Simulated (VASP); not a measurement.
CaO (Lime), 2 atoms in the cell. It takes space group Fm-3m (No. 225, cubic). The conventional cell has a = 5.035 Å, b = 5.035 Å, c = 5.035 Å, α = 90.00°, β = 90.00°, γ = 90.00°. Within 3.3 Å of Ca (site symmetry m-3m) lie 6 O at 2.52 Å. Within 3.3 Å of O (site symmetry m-3m) lie 6 Ca at 2.52 Å.  This cell differs from its parent crystal: strain +5.0%.

| Property | Result |
| --- | --- |
| Program | VASP 6.6.1 |
| Task | single point |
| Functional | PBE |
| Potentials or basis | VASP PAW PBE potentials, release 64 (Ca_sv, O) |
| Cutoff | 520 eV |
| k mesh | 6 × 6 × 6 |
| Occupations | gaussian, width 0.01 eV |
| Spin | no spin polarisation |
| Dipole correction | no |
| Further INCAR settings | ALGO = Normal; EDIFF = 1e-07; NBANDS = 15 |

Potentials or basis: VASP PAW PBE potentials, release 64 (Ca_sv, O).

The run is started by

```console
$ cat potpaw_PBE.64/Ca_sv/POTCAR potpaw_PBE.64/O/POTCAR > POTCAR
$ mpirun -np 1 vasp_std > vasp.out
```

Hardware: 1 thread of Intel Xeon 8259CL (shared host).

How long does it take, and how much memory?

Wall time 17 s on 1 thread of Intel Xeon 8259CL, with other jobs on the host, peak memory 0.15 GiB. Counts: scf iterations 13, k points 16.
